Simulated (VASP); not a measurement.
# W (I4/mmm) in VASP: notebook

The runs below take W through single point, with PBE.

Program: VASP 6.6.1. These are calculated values, not measurements. Logs are shortened: lines on timing, memory, paths and dates and some standing lists are left out, and cuts for length are marked.

### Step 1. The cell of the first run

Symmetry: I4/mmm, No. 139, tetragonal system. Conventional cell: a = 3.115 Å, b = 3.115 Å, c = 3.035 Å, α = 90.00°, β = 90.00°, γ = 90.00°. W (site symmetry 4/mmm) has 14 W at 2.67 to 3.11 Å within 3.5 Å.

### Step 2. Single point, PBE (strain -0.025 along x and y, -0.050 along z)

Input file INCAR:

```
  ALGO = Normal
  EDIFF = 1E-7
  ENCUT = 520
  GGA = PE
  ISIF = 2
  ISMEAR = 0
  LASPH = T
  LCHARG = T
  LELF = T
  LREAL = F
  LVHAR = T
  LWAVE = F
  NBANDS = 13
  NELM = 60
  PREC = Accurate
  SIGMA = 0.15
```

Input file KPOINTS:

```
k-points
0
Gamma
  20 20 20
```

Input file POSCAR:

```
W
1.0
   -1.5573675000      1.5573675000      1.5174350000
    1.5573675000     -1.5573675000      1.5174350000
    1.5573675000      1.5573675000     -1.5174350000
W
1
Direct
    0.0000000000      0.0000000000      0.0000000000
```

Potentials or basis: VASP PAW PBE potentials, release 64 (W_sv).

Run with:

```sh
cat potpaw_PBE.64/W_sv/POTCAR > POTCAR
mpirun -np 1 vasp_std > vasp.out
```

OUTCAR:

```text
EDIFF = 1E-7
   ENCUT = 520
   GGA = PE
   ISIF = 2
   ISMEAR = 0
   LASPH = T
   LREAL = F
   NELM = 60
   PREC = Accurate

 ion  position               nearest neighbor table
   1  0.000  0.000  0.000-

  LATTYP: Found a body centered tetragonal cell.
 ALAT       =     3.1147350000
 C/A-ratio  =     0.9743589744

  Lattice vectors:

 A1 = (  -1.5573675000,   1.5573675000,   1.5174350000)
 A2 = (   1.5573675000,  -1.5573675000,   1.5174350000)
 A3 = (   1.5573675000,   1.5573675000,  -1.5174350000)

Analysis of symmetry for initial positions (statically):
=====================================================================
 Subroutine PRICEL returns:
 Original cell was already a primitive cell.

 Routine SETGRP: Setting up the symmetry group for a
 body centered tetragonal supercell.

 Subroutine GETGRP returns: Found 16 space group operations
 (whereof 16 operations were pure point group operations)
 out of a pool of 16 trial point group operations.

The static configuration has the point symmetry D_4h.

Analysis of symmetry for dynamics (positions and initial velocities):
=====================================================================
 Subroutine PRICEL returns:
 Original cell was already a primitive cell.

 Routine SETGRP: Setting up the symmetry group for a
 body centered tetragonal supercell.

 Subroutine GETGRP returns: Found 16 space group operations
 (whereof 16 operations were pure point group operations)
 out of a pool of 16 trial point group operations.

The dynamic configuration has the point symmetry D_4h.

 Subroutine INISYM returns: Found 16 space group operations
 (whereof 16 operations are pure point group operations),
 and found     1 'primitive' translations

----------------------------------------------------------------------------------------

                                     Primitive cell

  volume of cell :      14.7215

  direct lattice vectors                    reciprocal lattice vectors
    -1.557367500  1.557367500  1.517435000     0.000000000  0.321054600  0.329503405
     1.557367500 -1.557367500  1.517435000     0.321054600  0.000000000  0.329503405
     1.557367500  1.557367500 -1.517435000     0.321054600  0.321054600  0.000000000

  length of vectors
     2.674583339  2.674583339  2.674583339     0.460052769  0.460052769  0.454039770

  position of ions in fractional coordinates (direct lattice)
     0.000000000  0.000000000  0.000000000

  ion indices of the primitive-cell ions
   primitive index   ion index
                 1           1

----------------------------------------------------------------------------------------

 KPOINTS: k-points

Automatic generation of k-mesh.
 Grid dimensions read from file:
 generate k-points for:   20   20   20

 Generating k-lattice:

  Cartesian coordinates                     Fractional coordinates (reciprocal lattice)
     0.000000000  0.016052730  0.016475170     0.050000000 -0.000000000  0.000000000
     0.016052730  0.000000000  0.016475170    -0.000000000  0.050000000  0.000000000
     0.016052730  0.016052730  0.000000000     0.000000000  0.000000000  0.050000000

  Length of vectors
     0.023002638  0.023002638  0.022701988

  Shift w.r.t. Gamma in fractional coordinates (k-lattice)
     0.000000000  0.000000000  0.000000000

 Subroutine IBZKPT returns following result:
 ===========================================

 Found    641 irreducible k-points:

 Following reciprocal coordinates:
            Coordinates               Weight
  0.000000  0.000000  0.000000      1.000000
  0.050000  0.000000 -0.000000      8.000000
  0.100000 -0.000000  0.000000      8.000000
  0.150000  0.000000  0.000000      8.000000
  0.200000 -0.000000  0.000000      8.000000
  0.250000  0.000000 -0.000000      8.000000
[... 16 lines left out ...]
 -0.400000  0.050000  0.000000     16.000000
 -0.350000  0.050000  0.000000     16.000000
 [... further k-points ...]
   k-points           NKPTS =    641   k-points in BZ     NKDIM =    641   number of bands    NBANDS=     13
   number of dos      NEDOS =    301   number of ions     NIONS =      1
   total plane-waves  NPLWV =   8000
   dimension x,y,z NGX =    20 NGY =   20 NGZ =   20
   dimension x,y,z NGXF=    40 NGYF=   40 NGZF=   40
   ions per type =               1
   NGX,Y,Z   is equivalent  to a cutoff of  12.43, 12.43, 12.43 a.u.
   NGXF,Y,Z  is equivalent  to a cutoff of  24.86, 24.86, 24.86 a.u.
 SYSTEM =  unknown system
   PREC   = accura    normal or accurate (medium, high low for compatibility)
   ISTART =      0    job   : 0-new  1-cont  2-samecut
   ICHARG =      2    charge: 1-file 2-atom 10-const
   ISPIN  =      1    spin polarized calculation?
   LNONCOLLINEAR =      F non collinear calculations
   LSORBIT =      F    spin-orbit coupling
   LASPH  =      T    aspherical Exc in radial PAW
   ENCUT  =  520.0 eV  38.22 Ry    6.18 a.u.   4.97  4.97  4.97*2*pi/ulx,y,z
   NELM   =     60;   NELMIN=  2; NELMDL= -5     # of ELM steps
   EDIFF  = 0.1E-06   stopping-criterion for ELM
   LREAL  =      F    real-space projection
   EDIFFG = 0.1E-05   stopping-criterion for IOM
   NSW    =      0    number of steps for IOM
   IBRION =     -1    ionic relax: 0-MD 1-quasi-New 2-CG
   NFREE  =      0    steps in history (QN), initial steepest desc. (CG)
   ISIF   =      2    stress and relaxation
   ISYM   =      2    0-nonsym 1-usesym 2-fastsym
   POTIM  = 0.5000    time-step for ionic-motion
   TEBEG  =    0.0;   TEEND  =   0.0 temperature during run
   PSTRESS=    0.0 pullay stress
   NELECT =      14.0000    total number of electrons
   NUPDOWN=      -1.0000    fix difference up-down
   EMIN   =  10.00;   EMAX   =-10.00  energy-range for DOS
   EFERMI =   0.00;   METHOD = LEGACY
   ISMEAR =     0;   SIGMA  =   0.15  broadening in eV -4-tet -1-fermi 0-gaus
   EFERMI_NEDOS =   21; number of points for ismear=-14 and -15
   IALGO  =     38    algorithm
   IMIX   =      4    mixing-type and parameters
     AMIX     =   0.40;   BMIX     =  1.00
     AMIX_MAG =   1.60;   BMIX_MAG =  1.00
  volume/ion in A,a.u.               =      14.72        99.35
  Fermi-wavevector in a.u.,A,eV,Ry     =   1.609904  3.042278 35.263471  2.591792
  Thomas-Fermi vector in A             =   2.705540
   LORBIT       =      0    0 simple, 1 ext, 2 COOP (PROOUT), +10 PAW based schemes
   GGA     = PE    functional components
   LHFCALC =     F    Hartree Fock is set to
   AEXX    =    0.0000 exact exchange contribution
   IVDW    =     0    specifies the selected vdW correction
   LEPSILON=     F    determine dielectric tensor
   LRPA    =     F    only Hartree local field effects (RPA)
 non-spin polarized calculation
 Gauss-broadening in eV      SIGMA  =   0.15
  energy-cutoff  :      520.00
  volume of cell :       14.72
 maximum number of plane-waves:       410
   NGX =  9   NGY =  9   NGZ =  9

 number of electron      13.9999998 magnetization

 Free energy of the ion-electron system (eV)
  ---------------------------------------------------
  ext. energy  EPLUGINS =         0.00000000
  ---------------------------------------------------
  free energy    TOTEN  =       -12.80728797 eV

  energy without entropy =      -12.80289265  energy(sigma->0) =      -12.80509031

 E-fermi :  12.6056     XC(G=0): -14.0654

 val. band max:       12.6008792291   @ k =  -0.2000   0.2000   0.1000
 cond. band min:      12.6103980858   @ k =  -0.2500   0.3000   0.2500
 fundamental gap:      0.0095188567
 Fermi energy:        12.6055714565

 k-point     1 :       0.0000    0.0000    0.0000
  band No.  band energies     occupation
      1     -61.5523      2.00000
      2     -24.9921      2.00000
      3     -24.9921      2.00000
      4     -24.9777      2.00000
      5       2.5072      2.00000
      6      10.9335      2.00000
      7      11.3192      2.00000
      8      11.3192      2.00000
      9      14.7097      0.00000
     10      15.2390      0.00000
     11      27.0547      0.00000
     12      27.0547      0.00000
     13      27.5926      0.00000

 k-point     2 :       0.0500    0.0000   -0.0000
  band No.  band energies     occupation
      1     -61.5477      2.00000
      2     -25.0300      2.00000
      3     -25.0058      2.00000
      4     -24.9846      2.00000
      5       2.6421      2.00000
      6      10.9322      2.00000
      7      11.2962      2.00000
      8      11.3636      2.00000
      9      14.6766      0.00000
     10      15.1330      0.00000
     11      27.2770      0.00000
     12      27.2842      0.00000
     13      27.8418      0.00000

 k-point     3 :       0.1000   -0.0000    0.0000
  band No.  band energies     occupation
      1     -61.5346      2.00000
      2     -25.1559      2.00000
      3     -25.0454      2.00000
      4     -24.9873      2.00000
      5       3.0332      2.00000
      6      10.7651      2.00000
      7      11.2050      2.00000
      8      11.6746      2.00000
      9      14.5320      0.00000
     10      14.9759      0.00000
     11      27.7061      0.00000
     12      27.9539      0.00000
     13      28.6605      0.00000
[... 305 lines left out ...]
 k-point    23 :      -0.4000    0.0500    0.0000
  band No.  band energies     occupation
      1     -61.3912      2.00000
      2     -26.3914      2.00000
      3     -25.4611      2.00000
      4     -25.0231      2.00000
      5       5.9614      2.00000
      6       8.8138      2.00000
      7      11.6304      2.00000
      8      15.0111      0.00000
      9      15.7450      0.00000
     10      17.5583      0.00000
     11      25.4121      0.00000
     12      27.0796      0.00000
     13      32.8251      0.00000

 k-point    24 :      -0.3500    0.0500    0.0000
  band No.  band energies     occupation
      1     -61.4149      2.00000
      2     -26.2014      2.00000
      3     -25.3922      2.00000
      4     -25.0188      2.00000
      5       5.8615      2.00000
      6       9.0922      2.00000
      7      10.8598      2.00000
      8      14.7426      0.00000
      9      15.5099      0.00000
     10      16.2600      0.00000
     11      26.3343      0.00000
     12      28.5609      0.00000
     13      34.3001      0.00000

 [... further k-points ...]

------------------------ aborting loop because EDIFF is reached ----------------------------------------

  FORCE on cell =-STRESS in cart. coord.  units (eV):
  Direction    XX          YY          ZZ          XY          YZ          ZX
  --------------------------------------------------------------------------------------
  -------------------------------------------------------------------------------------
  Total        2.8544494      2.8544494      3.8672797      0.0000000     -0.0000000      0.0000000
  in kB      310.6566319    310.6566319    420.8853974      0.0000000     -0.0000000      0.0000000
  external PRESSURE =     347.3995537 kB  Pullay stress =       0.0000000 kB

 VOLUME and BASIS-vectors are now :
 -----------------------------------------------------------------------------
  energy-cutoff  :      520.00
  volume of cell :       14.72
      direct lattice vectors                 reciprocal lattice vectors
    -1.557367500  1.557367500  1.517435000     0.000000000  0.321054600  0.329503405
     1.557367500 -1.557367500  1.517435000     0.321054600  0.000000000  0.329503405
     1.557367500  1.557367500 -1.517435000     0.321054600  0.321054600  0.000000000

 POSITION                                       TOTAL-FORCE (eV/Angst)
 -----------------------------------------------------------------------------------
      0.00000      0.00000      0.00000         0.000000     -0.000000      0.000000
 -----------------------------------------------------------------------------------
    total drift:                                0.000000     -0.000000      0.000000

  FREE ENERGIE OF THE ION-ELECTRON SYSTEM (eV)
  ---------------------------------------------------
  free  energy   TOTEN  =       -12.8072879657 eV

  energy  without entropy=      -12.8028926455  energy(sigma->0) =      -12.80509031
```

Wall time 50 s (1 thread of Intel Xeon Platinum 8488C (Sapphire Rapids), shared host); peak memory 0.22 GiB.

Results:

| Item | Value |
| --- | --- |
| Free energy | -12.8073 eV |
| Pressure | 34.7 GPa |
| Band gap on the k mesh | zero (bands 7 and 8 overlap by 6.97 eV) |

Caveat: the cell differs from its parent crystal (strain -0.025 along x and y, -0.050 along z); the stress differs along the axes, from 31 to 42 GPa; spin-orbit coupling is left out, which moves the levels of the heavy elements.

### Step 3. Single point, PBE (strain +0.000 along x and y, -0.050 along z)

Input file INCAR:

```
PREC = Accurate ; ENCUT = 520
EDIFF = 1E-6 ; ISMEAR = 0
SIGMA = 0.15 ; LREAL = False
LASPH = True ; NELM = 100
ALGO = Fast ; ISIF = 2
LWAVE = False ; LCHARG = False
GGA = PE ; NBANDS = 13
```

Input file KPOINTS:

```
regular mesh
0
Gamma
  20 20 20
```

Input file POSCAR:

```
W
1.0
   -1.5973000000      1.5973000000      1.5174350000
    1.5973000000     -1.5973000000      1.5174350000
    1.5973000000      1.5973000000     -1.5174350000
W
1
Direct
    0.0000000000      0.0000000000      0.0000000000
```

Potentials or basis: VASP PAW PBE potentials, release 64 (W_sv).

Run with:

```sh
cat potpaw_PBE.64/W_sv/POTCAR > POTCAR
mpirun -np 1 vasp_std > vasp.out
```

Run time: 51 s. Hardware: 1 thread of Intel Xeon Platinum 8488C (Sapphire Rapids), shared host; peak memory 0.22 GiB.

The run converged. Its results:

| Item | Value |
| --- | --- |
| Free energy | -12.8991 eV |
| Pressure | 14.7 GPa |
| Band gap on the k mesh | zero (bands 7 and 8 overlap by 6.51 eV) |

Stress tensor (GPa, compression positive):
```
 8.24  0.00  0.00
 0.00  8.24  0.00
 0.00  0.00 27.49
```

Levels at points of the mesh, in eV from the Fermi level:
```
           k point  band 5  band 6  band 7  band 8  band 9  band 10
(0.00, 0.00, 0.00)   -9.80   -1.76   -1.03   -1.03    1.76     2.74
(0.50, 0.00, 0.00)   -6.46   -3.94    0.88    2.28    3.61     6.34
(0.50, 0.50, 0.00)   -6.47   -3.20    0.45    1.56    2.89     6.22
(0.50, 0.50, 0.50)   -6.13   -5.99    5.24    5.24    5.46     7.94
```

Caveat: the cell differs from its parent crystal (strain +0.000 along x and y, -0.050 along z); the stress differs along the axes, from 8 to 27 GPa; spin-orbit coupling is left out, which moves the levels of the heavy elements.
